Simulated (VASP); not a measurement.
Input of a VASP 6.6.1 run:

File INCAR:

```
PREC     = Accurate       # precision mode
ENCUT    = 520            # plane-wave cutoff, eV
EDIFF    = 1E-6           # SCF threshold, eV
ISMEAR   = 0              # smearing method
SIGMA    = 0.02           # smearing width, eV
LREAL    = False          # projectors in reciprocal space
LASPH    = True           # aspherical terms in the spheres
NELM     = 60             # most SCF steps
ALGO     = Normal         # electronic algorithm
ISIF     = 2              # what is computed and relaxed
LWAVE    = False          # write WAVECAR
LCHARG   = False          # write CHGCAR
LDIPOL   = True         
IDIPOL   = 3            
DIPOL    = 0.5 0.5 0.500
GGA      = PE             # functional
IVDW     = 12             # dispersion correction
NBANDS   = 28             # bands
```

File KPOINTS:

```
regular mesh
0
Gamma
  6 6 1
```

Contents of POSCAR:

```
PbO
1.0
    3.9050000000      0.0000000000      0.0000000000
    0.0000000000      3.9050000000      0.0000000000
    0.0000000000      0.0000000000     30.7493267952
Pb O
2 2
Direct
    0.5000000000      0.0000000000      0.4607471081
    0.0000000000      0.5000000000      0.5392528919
    0.0000000000      0.0000000000      0.5000000000
    0.5000000000      0.5000000000      0.5000000000
```

Potentials or basis: VASP PAW PBE potentials, release 64 (Pb_d, O).

The run is started by

```bash
$ cat potpaw_PBE.64/Pb_d/POTCAR potpaw_PBE.64/O/POTCAR > POTCAR
$ mpirun -np 1 vasp_std > vasp.out
```

Q: What does it give for the dispersion energy per atom?

A: -0.145 eV.

Q: Predict the largest force.

A: 0.741 eV/Å.

Q: Predict the band gap on the k mesh.

A: 2.82 eV, direct.

Forces on the atoms (eV/Å):
```
Pb   0.000  0.000 -0.741
Pb   0.000  0.000  0.741
O    0.000  0.000  0.000
O    0.000  0.000  0.000
```

Caveat: spin-orbit coupling is left out, which moves the levels of the heavy elements.
